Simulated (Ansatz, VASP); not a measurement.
One calculation of In2O3, two programs

File INCAR:

```
PREC = Accurate
ENCUT = 520
EDIFF = 1E-6
ISMEAR = -1
SIGMA = 0.02
LREAL = False
LASPH = True
NELM = 80
ALGO = Normal
ISIF = 2
LWAVE = False
LCHARG = True
GGA = PE
LELF = True
LVHAR = True
NBANDS = 55
```

File KPOINTS:

```
regular mesh
0
Gamma
  6 6 6
```

File POSCAR:

```
In2O3
1.0
    2.6712064083      1.5422217389      5.0144145921
   -2.6712064083      1.5422217389      5.0144145921
    0.0000000000     -3.0844434778      5.0144145921
In O
4 6
Direct
    0.8543761959      0.8543761959      0.8543761959
    0.3543761959      0.3543761959      0.3543761959
    0.1456238041      0.1456238041      0.1456238041
    0.6456238041      0.6456238041      0.6456238041
    0.4522516791      0.0477483209      0.7500000000
    0.0477483209      0.7500000000      0.4522516791
    0.5477483209      0.9522516791      0.2500000000
    0.2500000000      0.5477483209      0.9522516791
    0.9522516791      0.2500000000      0.5477483209
    0.7500000000      0.4522516791      0.0477483209
```

Input for Ansatz:

```yaml
crystal:
  lattice:
    - [2.6712064083, 1.5422217389, 5.0144145921]
    - [-2.6712064083, 1.5422217389, 5.0144145921]
    - [0.0, -3.0844434778, 5.0144145921]
  atoms:
    - { symbol: In, position: [0.8543761959, 0.8543761959, 0.8543761959] }
    - { symbol: In, position: [0.3543761959, 0.3543761959, 0.3543761959] }
    - { symbol: In, position: [0.1456238041, 0.1456238041, 0.1456238041] }
    - { symbol: In, position: [0.6456238041, 0.6456238041, 0.6456238041] }
    - { symbol: O, position: [0.4522516791, 0.0477483209, 0.75] }
    - { symbol: O, position: [0.0477483209, 0.75, 0.4522516791] }
    - { symbol: O, position: [0.5477483209, 0.9522516791, 0.25] }
    - { symbol: O, position: [0.25, 0.5477483209, 0.9522516791] }
    - { symbol: O, position: [0.9522516791, 0.25, 0.5477483209] }
    - { symbol: O, position: [0.75, 0.4522516791, 0.0477483209] }
kpoints:
  mp_grid: { grid: [6, 6, 6] }
  band_path:
    path:
      - [0.0, 0.0, 0.0]
      - [0.5, 0.5, 0.5]
      - [0.7618181098, 0.2381818902, 0.5]
      - [0.5, -0.2381818902, 0.2381818902]
      - [0.5, 0.0, 0.0]
      - [0.3690909451, -0.3690909451, 0.0]
      - [0.6309090549, 0.0, 0.3690909451]
      - [0.5, 0.0, 0.5]
    npoints: 1
hamiltonian:
  xc: pbe
scf:
  occupations: { method: fermi_dirac, width: 0.02 }
  n_extra_bands: 6
output:
  forces: true
  stress: true
  eigenvalues: true
```

Change from the starting cell: epitaxial_xy strain -3.0%.

Alike in both runs: task single point; functional PBE; k mesh 6 × 6 × 6; occupations fermi-dirac, width 0.02 eV; no spin polarisation.

```csv
,VASP,Ansatz
version,VASP 6.6.1,Ansatz 0.2.0
potentials or method,"VASP PAW PBE potentials, release 64 (In_d, O)","plane waves, PAW"
plane-wave cutoff (eV),520,420
valence electrons in the cell,88,88
```

Ansatz gave:

* gap on the k mesh at the Fermi level (eV): 1.36
* pressure (GPa): 13.3
* traceless stress, the component that is largest in VASP (GPa): -6.72
* rms of the force components (eV/Å): 0.032

Question: What did VASP give for the same quantities?

Answer: gap on the k mesh at the Fermi level (eV): 1.35; pressure (GPa): 13.9; traceless stress, the component that is largest in VASP (GPa): -6.80; rms of the force components (eV/Å): 0.027.

Atom by atom the forces differ by 0.008 eV/Å (rms over components).
